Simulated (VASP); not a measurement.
## Ga3FeO6: single point with PBE

Ga3FeO6:

```
Ga Fe O
1.0
     5.07650   -0.00004    0.00000
    -2.53829    4.39623   -0.00081
     0.00003   -2.93022    4.56411
Ga Fe O
3 1 6
Direct
  0.35284 0.20567 0.05851
  0.85733 0.21465 0.57197
  0.64474 0.78950 0.93423
  0.13992 0.77983 0.41972
  0.55815 0.00400 0.75465
  0.45058 0.00540 0.25053
  0.25066 0.30879 0.75464
  0.94585 0.69651 0.75466
  0.74512 0.69572 0.25056
  0.05481 0.29993 0.25053
```

```yaml
Program: VASP 6.6.1
Task: single point
Functional: PBE
Potentials_or_basis: VASP PAW PBE potentials, release 64 (Ga_d, Fe, O)
Cutoff: 520 eV
k_mesh: 4 × 4 × 4
Occupations: gaussian, width 0.1 eV
Spin: collinear spin, ferromagnetic start
Starting_moments: "[0.0, 0.0, 0.0, 4.0, 0.0, 0.0, 0.0, 0.0, 0.0, 0.0] μB"
```

| Property | Result |
| --- | --- |
| Pressure | 0.7 GPa |
| Largest force | 0.030 eV/Å |
| Band gap on the k mesh | 0.71 eV (least direct gap 0.77 eV) |
| Net moment | 5.00 μB per cell |
| Site moments | Ga +0.02, +0.01, +0.03; Fe +3.99; O +0.09, +0.16 (each value once) μB |
| Valence electrons inside the program's atomic spheres | Ga 11.58, 11.57, 11.59; Fe 6.72; O 5.04, 5.03 (each value once) |

Forces in eV/Å, atoms in the order of the input:
```
Ga   0.000  0.000 -0.015
Ga   0.000  0.000  0.009
Ga   0.001  0.000 -0.030
Fe   0.000  0.000  0.006
O   -0.013 -0.001 -0.006
O   -0.005 -0.016  0.016
O    0.007 -0.010 -0.006
O    0.006  0.011 -0.006
O    0.017  0.004  0.015
O   -0.011  0.013  0.016
```

Stress tensor (GPa, compression positive):
```
0.71 0.00 0.00
0.00 0.72 0.00
0.00 0.00 0.60
```

Levels at points of the mesh, in eV from the valence-band top:
Spin up:
```tsv
k point	band 42	band 43	band 44	band 45	band 46	band 47
(0.00, 0.00, 0.00)	-1.22	-0.04	-0.04	1.82	5.63	6.34
(0.50, 0.00, 0.00)	-1.28	-0.49	-0.18	4.91	5.16	5.43
(0.50, 0.50, 0.00)	-1.28	-0.49	-0.18	4.91	5.16	5.43
(0.00, 0.50, 0.00)	-1.35	-0.34	-0.18	5.11	5.67	6.22
(0.00, 0.00, 0.50)	-1.37	-0.19	-0.19	4.43	5.00	6.49
(0.50, 0.00, 0.50)	-1.35	-0.34	-0.18	5.11	5.67	6.22
(0.50, 0.50, 0.50)	-1.35	-0.34	-0.18	5.11	5.67	6.22
(0.00, 0.50, 0.50)	-1.28	-0.49	-0.18	4.91	5.16	5.43
```
Spin down:
```tsv
k point	band 37	band 38	band 39	band 40	band 41	band 42
(0.00, 0.00, 0.00)	-1.35	-1.19	-1.19	0.92	1.12	1.12
(0.50, 0.00, 0.00)	-1.79	-1.45	-1.29	0.84	1.00	1.03
(0.50, 0.50, 0.00)	-1.79	-1.45	-1.29	0.84	1.00	1.03
(0.00, 0.50, 0.00)	-1.78	-1.52	-1.31	0.80	0.98	1.10
(0.00, 0.00, 0.50)	-1.80	-1.22	-1.22	0.71	1.14	1.14
(0.50, 0.00, 0.50)	-1.78	-1.52	-1.31	0.80	0.98	1.10
(0.50, 0.50, 0.50)	-1.78	-1.52	-1.31	0.80	0.98	1.10
(0.00, 0.50, 0.50)	-1.79	-1.45	-1.29	0.84	1.00	1.03
```

Wall time 22 min on 1 thread of AMD EPYC 9755 128-Core Processor, with other jobs on the host, peak memory 0.44 GiB.

Caveat: a cell with one magnetic atom can't hold antiferromagnetic order, which such compounds often take. A k mesh can miss the band edges.
